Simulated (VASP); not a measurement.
# Ir (I4/mmm) in VASP: single point with PBE

Aim: the single point of Ir with PBE.

Everything below comes from runs of VASP 6.6.1. Logs are shortened: lines on timing, memory, paths and dates and some standing lists are left out, and cuts for length are marked.

## 1. The cell of the first run

It takes space group I4/mmm (No. 139, tetragonal). The conventional cell has a = 2.733 Å, b = 2.733 Å, c = 4.069 Å, α = 90.00°, β = 90.00°, γ = 90.00°. Ir (site symmetry 4/mmm) has 12 Ir at 2.73 to 2.81 Å within 3.6 Å.

## 2. Single point, PBE (15.19 Å³/atom)

The input, INCAR:

```
SYSTEM = Ir
PREC     = Accurate       ! precision mode
ENCUT    = 520            ! plane-wave cutoff, eV
EDIFF    = 1E-6           ! SCF threshold, eV
ISMEAR   = 0              ! smearing method
SIGMA    = 0.15           ! smearing width, eV
LREAL    = .False.        ! projectors in reciprocal space
LASPH    = .True.         ! aspherical terms in the spheres
NELM     = 60             ! most SCF steps
ALGO     = Fast           ! electronic algorithm
ISIF     = 2              ! what is computed and relaxed
LWAVE    = .False.        ! write WAVECAR
LCHARG   = .True.         ! write CHGCAR
GGA      = PE             ! functional
LELF     = .True.         ! ELF
LVHAR    = .True.       
NBANDS   = 10             ! bands
```

The input, KPOINTS:

```
regular mesh
0
Gamma
  22 22 22
  0 0 0
```

The input, POSCAR:

```
Ir
1.0
    0.0000000000      1.9322380674      2.0342602373
    1.9322380674      0.0000000000      2.0342602373
    1.9322380674      1.9322380674      0.0000000000
Ir
1
Direct
    0.0000000000      0.0000000000      0.0000000000
```

Potentials or basis: VASP PAW PBE potentials, release 64 (Ir).

Started as:

```console
> cat potpaw_PBE.64/Ir/POTCAR > POTCAR
> mpirun -np 1 vasp_std > vasp.out
```

OUTCAR:

```text
SYSTEM = Ir
   PREC = Accurate
   ENCUT = 520
   EDIFF = 1E-6
   ISMEAR = 0
   LREAL = .False.
   LASPH = .True.
   NELM = 60
   ISIF = 2
   GGA = PE

 ion  position               nearest neighbor table
   1  0.000  0.000  0.000-

  LATTYP: Found a body centered tetragonal cell.
 ALAT       =     2.7325972807
 C/A-ratio  =     1.4888840384

  Lattice vectors:

 A1 = (  -1.9322380674,   0.0000000000,   2.0342602373)
 A2 = (   1.9322380674,   0.0000000000,   2.0342602373)
 A3 = (   0.0000000000,   1.9322380674,  -2.0342602373)

Analysis of symmetry for initial positions (statically):
=====================================================================
 Subroutine PRICEL returns:
 Original cell was already a primitive cell.

 Routine SETGRP: Setting up the symmetry group for a
 body centered tetragonal supercell.

 Subroutine GETGRP returns: Found 16 space group operations
 (whereof 16 operations were pure point group operations)
 out of a pool of 16 trial point group operations.

The static configuration has the point symmetry D_4h.

Analysis of symmetry for dynamics (positions and initial velocities):
=====================================================================
 Subroutine PRICEL returns:
 Original cell was already a primitive cell.

 Routine SETGRP: Setting up the symmetry group for a
 body centered tetragonal supercell.

 Subroutine GETGRP returns: Found 16 space group operations
 (whereof 16 operations were pure point group operations)
 out of a pool of 16 trial point group operations.

The dynamic configuration has the point symmetry D_4h.

 Subroutine INISYM returns: Found 16 space group operations
 (whereof 16 operations are pure point group operations),
 and found     1 'primitive' translations

----------------------------------------------------------------------------------------

                                     Primitive cell

  volume of cell :      15.1900

  direct lattice vectors                    reciprocal lattice vectors
     0.000000000  1.932238067  2.034260237    -0.258767286  0.258767286  0.245789595
     1.932238067  0.000000000  2.034260237     0.258767286 -0.258767286  0.245789595
     1.932238067  1.932238067  0.000000000     0.258767286  0.258767286 -0.245789595

  length of vectors
     2.805665458  2.805665458  2.732597281     0.440832782  0.440832782  0.440832782

  position of ions in fractional coordinates (direct lattice)
     0.000000000  0.000000000  0.000000000

  ion indices of the primitive-cell ions
   primitive index   ion index
                 1           1

----------------------------------------------------------------------------------------

 KPOINTS: regular mesh

Automatic generation of k-mesh.
 Grid dimensions read from file:
 generate k-points for:   22   22   22

 Generating k-lattice:

  Cartesian coordinates                     Fractional coordinates (reciprocal lattice)
    -0.011762149  0.011762149  0.011172254     0.045454545 -0.000000000  0.000000000
     0.011762149 -0.011762149  0.011172254    -0.000000000  0.045454545  0.000000000
     0.011762149  0.011762149 -0.011172254     0.000000000  0.000000000  0.045454545

  Length of vectors
     0.020037854  0.020037854  0.020037854

  Shift w.r.t. Gamma in fractional coordinates (k-lattice)
     0.000000000  0.000000000  0.000000000

 Subroutine IBZKPT returns following result:
 ===========================================

 Found    834 irreducible k-points:

 Following reciprocal coordinates:
            Coordinates               Weight
  0.000000  0.000000  0.000000      1.000000
  0.045455  0.000000  0.000000      8.000000
  0.090909  0.000000  0.000000      8.000000
  0.136364  0.000000  0.000000      8.000000
  0.181818  0.000000  0.000000      8.000000
  0.227273  0.000000  0.000000      8.000000
[... 16 lines left out ...]
  0.500000  0.045455  0.000000      8.000000
 -0.454545  0.045455  0.000000      8.000000
 [... further k-points ...]
   k-points           NKPTS =    834   k-points in BZ     NKDIM =    834   number of bands    NBANDS=     10
   number of dos      NEDOS =    301   number of ions     NIONS =      1
   total plane-waves  NPLWV =  11520
   dimension x,y,z NGX =    24 NGY =   24 NGZ =   20
   dimension x,y,z NGXF=    48 NGYF=   48 NGZF=   40
   ions per type =               1
   NGX,Y,Z   is equivalent  to a cutoff of  14.22, 14.22, 12.17 a.u.
   NGXF,Y,Z  is equivalent  to a cutoff of  28.44, 28.44, 24.34 a.u.
 SYSTEM =  Ir
   PREC   = accura    normal or accurate (medium, high low for compatibility)
   ISTART =      0    job   : 0-new  1-cont  2-samecut
   ICHARG =      2    charge: 1-file 2-atom 10-const
   ISPIN  =      1    spin polarized calculation?
   LNONCOLLINEAR =      F non collinear calculations
   LSORBIT =      F    spin-orbit coupling
   LASPH  =      T    aspherical Exc in radial PAW
   ENCUT  =  520.0 eV  38.22 Ry    6.18 a.u.   5.22  5.22  5.08*2*pi/ulx,y,z
   NELM   =     60;   NELMIN=  2; NELMDL= -5     # of ELM steps
   EDIFF  = 0.1E-05   stopping-criterion for ELM
   LREAL  =      F    real-space projection
   EDIFFG = 0.1E-04   stopping-criterion for IOM
   NSW    =      0    number of steps for IOM
   IBRION =     -1    ionic relax: 0-MD 1-quasi-New 2-CG
   NFREE  =      0    steps in history (QN), initial steepest desc. (CG)
   ISIF   =      2    stress and relaxation
   ISYM   =      2    0-nonsym 1-usesym 2-fastsym
   POTIM  = 0.5000    time-step for ionic-motion
   TEBEG  =    0.0;   TEEND  =   0.0 temperature during run
   PSTRESS=    0.0 pullay stress
   NELECT =       9.0000    total number of electrons
   NUPDOWN=      -1.0000    fix difference up-down
   EMIN   =  10.00;   EMAX   =-10.00  energy-range for DOS
   EFERMI =   0.00;   METHOD = LEGACY
   ISMEAR =     0;   SIGMA  =   0.15  broadening in eV -4-tet -1-fermi 0-gaus
   EFERMI_NEDOS =   21; number of points for ismear=-14 and -15
   IALGO  =     68    algorithm
   IMIX   =      4    mixing-type and parameters
     AMIX     =   0.40;   BMIX     =  1.00
     AMIX_MAG =   1.60;   BMIX_MAG =  1.00
  volume/ion in A,a.u.               =      15.19       102.51
  Fermi-wavevector in a.u.,A,eV,Ry     =   1.375001  2.598375 25.723560  1.890628
  Thomas-Fermi vector in A             =   2.500377
   LORBIT       =      0    0 simple, 1 ext, 2 COOP (PROOUT), +10 PAW based schemes
   GGA     = PE    functional components
   LHFCALC =     F    Hartree Fock is set to
   AEXX    =    0.0000 exact exchange contribution
   IVDW    =     0    specifies the selected vdW correction
   LEPSILON=     F    determine dielectric tensor
   LRPA    =     F    only Hartree local field effects (RPA)
 non-spin polarized calculation
 RMM-DIIS sequential band-by-band and
 Gauss-broadening in eV      SIGMA  =   0.15
  energy-cutoff  :      520.00
  volume of cell :       15.19
 maximum number of plane-waves:       423
 NGX is ok and might be reduce to    24
   NGX = 11   NGY = 11   NGZ = 11

 number of electron       9.0000000 magnetization

 Free energy of the ion-electron system (eV)
  ---------------------------------------------------
  ext. energy  EPLUGINS =         0.00000000
  ---------------------------------------------------
  free energy    TOTEN  =        -8.79684012 eV

  energy without entropy =       -8.78351895  energy(sigma->0) =       -8.79017953

 E-fermi :   9.1807     XC(G=0): -13.5663

 val. band max:        9.1776654892   @ k =   0.4091   0.1818   0.0455
 cond. band min:       9.1819828470   @ k =   0.3182   0.0909   0.1818
 fundamental gap:      0.0043173578
 Fermi energy:         9.1806541511

 k-point     1 :       0.0000    0.0000    0.0000
  band No.  band energies     occupation
      1      -1.1542      2.00000
      2       5.3240      2.00000
      3       5.9586      2.00000
      4       5.9586      2.00000
      5       7.7008      2.00000
      6       8.5260      2.00000
      7      23.7018      0.00000
      8      27.8990      0.00000
      9      29.3125      0.00000
     10      29.3125      0.00000

 k-point     2 :       0.0455    0.0000    0.0000
  band No.  band energies     occupation
      1      -1.0684      2.00000
      2       5.3393      2.00000
      3       5.9349      2.00000
      4       5.9951      2.00000
      5       7.6860      2.00000
      6       8.4959      2.00000
      7      23.8446      0.00000
      8      27.8260      0.00000
      9      28.9934      0.00000
     10      29.4507      0.00000

 k-point     3 :       0.0909    0.0000    0.0000
  band No.  band energies     occupation
      1      -0.8163      2.00000
      2       5.3574      2.00000
      3       5.8922      2.00000
      4       6.0971      2.00000
      5       7.6564      2.00000
      6       8.4168      2.00000
      7      24.2478      0.00000
      8      27.1394      0.00000
      9      28.9519      0.00000
     10      29.8551      0.00000

 k-point     4 :       0.1364    0.0000    0.0000
  band No.  band energies     occupation
      1      -0.4152      2.00000
      2       5.3176      2.00000
      3       5.8895      2.00000
      4       6.2405      2.00000
      5       7.6568      2.00000
      6       8.3228      2.00000
      7      24.8272      0.00000
      8      25.9682      0.00000
      9      29.4772      0.00000
     10      30.4943      0.00000

 k-point     5 :       0.1818    0.0000    0.0000
  band No.  band energies     occupation
      1       0.1003      2.00000
      2       5.2345      2.00000
      3       5.9094      2.00000
      4       6.3776      2.00000
      5       7.7552      2.00000
      6       8.2731      2.00000
      7      24.6844      0.00000
      8      25.4193      0.00000
      9      30.2672      0.00000
     10      31.3070      0.00000

 k-point     6 :       0.2273    0.0000    0.0000
  band No.  band energies     occupation
      1       0.6678      2.00000
      2       5.2128      2.00000
      3       5.8797      2.00000
      4       6.4454      2.00000
      5       8.0029      2.00000
      6       8.3387      2.00000
      7      23.3651      0.00000
      8      25.6894      0.00000
      9      31.1747      0.00000
     10      32.1444      0.00000
[... 183 lines left out ...]
 k-point    21 :       0.4091    0.0455    0.0000
  band No.  band energies     occupation
      1       1.8797      2.00000
      2       5.3818      2.00000
      3       6.1835      2.00000
      4       6.9792      2.00000
      5       9.6043      0.00006
      6       9.6350      0.00002
      7      17.9364      0.00000
      8      23.7756      0.00000
      9      29.3477      0.00000
     10      29.3583      0.00000

 k-point    22 :       0.4545    0.0455    0.0000
  band No.  band energies     occupation
      1       1.9089      2.00000
      2       5.3058      2.00000
      3       6.0873      2.00000
      4       7.7825      2.00000
      5       9.7927      0.00000
      6      10.1348      0.00000
      7      16.6120      0.00000
      8      23.3985      0.00000
      9      28.4635      0.00000
     10      28.8955      0.00000

 k-point    23 :       0.5000    0.0455    0.0000
  band No.  band energies     occupation
      1       1.9127      2.00000
      2       5.2796      2.00000
      3       6.0330      2.00000
      4       8.2462      2.00000
      5       9.8423      0.00000
      6      10.5069      0.00000
      7      15.8370      0.00000
      8      23.2247      0.00000
      9      27.9087      0.00000
     10      28.7841      0.00000

 k-point    24 :      -0.4545    0.0455    0.0000
  band No.  band energies     occupation
      1       1.9145      2.00000
      2       5.3031      2.00000
      3       6.0286      2.00000
      4       8.1412      2.00000
      5       9.7363      0.00000
      6      10.5800      0.00000
      7      15.9608      0.00000
      8      23.2556      0.00000
      9      27.7633      0.00000
     10      29.0506      0.00000

 [... further k-points ...]

------------------------ aborting loop because EDIFF is reached ----------------------------------------

  FORCE on cell =-STRESS in cart. coord.  units (eV):
  Direction    XX          YY          ZZ          XY          YZ          ZX
  --------------------------------------------------------------------------------------
  -------------------------------------------------------------------------------------
  Total       -0.7766435     -0.7766435     -2.2870544      0.0000000      0.0000000     -0.0000000
  in kB      -81.9170891    -81.9170891   -241.2288829      0.0000000      0.0000000     -0.0000000
  external PRESSURE =    -135.0210204 kB  Pullay stress =       0.0000000 kB

 VOLUME and BASIS-vectors are now :
 -----------------------------------------------------------------------------
  energy-cutoff  :      520.00
  volume of cell :       15.19
      direct lattice vectors                 reciprocal lattice vectors
     0.000000000  1.932238067  2.034260237    -0.258767286  0.258767286  0.245789595
     1.932238067  0.000000000  2.034260237     0.258767286 -0.258767286  0.245789595
     1.932238067  1.932238067  0.000000000     0.258767286  0.258767286 -0.245789595

 POSITION                                       TOTAL-FORCE (eV/Angst)
 -----------------------------------------------------------------------------------
      0.00000      0.00000      0.00000         0.000000      0.000000      0.000000
 -----------------------------------------------------------------------------------
    total drift:                                0.000000      0.000000      0.000000

  FREE ENERGIE OF THE ION-ELECTRON SYSTEM (eV)
  ---------------------------------------------------
  free  energy   TOTEN  =        -8.7968401168 eV

  energy  without entropy=       -8.7835189483  energy(sigma->0) =       -8.79017953
```

It took 3.6 min on 1 thread of Intel Xeon 8259CL, shared host; peak memory 0.25 GiB.

Results:

```yaml
Free_energy: -8.7968 eV
Pressure: -13.5 GPa
Band_gap_on_the_k_mesh: zero (an odd number of electrons rules out a gap without spin polarisation)
```

Caveat: the stress differs along the axes, from -24 to -8 GPa; spin-orbit coupling is left out, which moves the levels of the heavy elements.
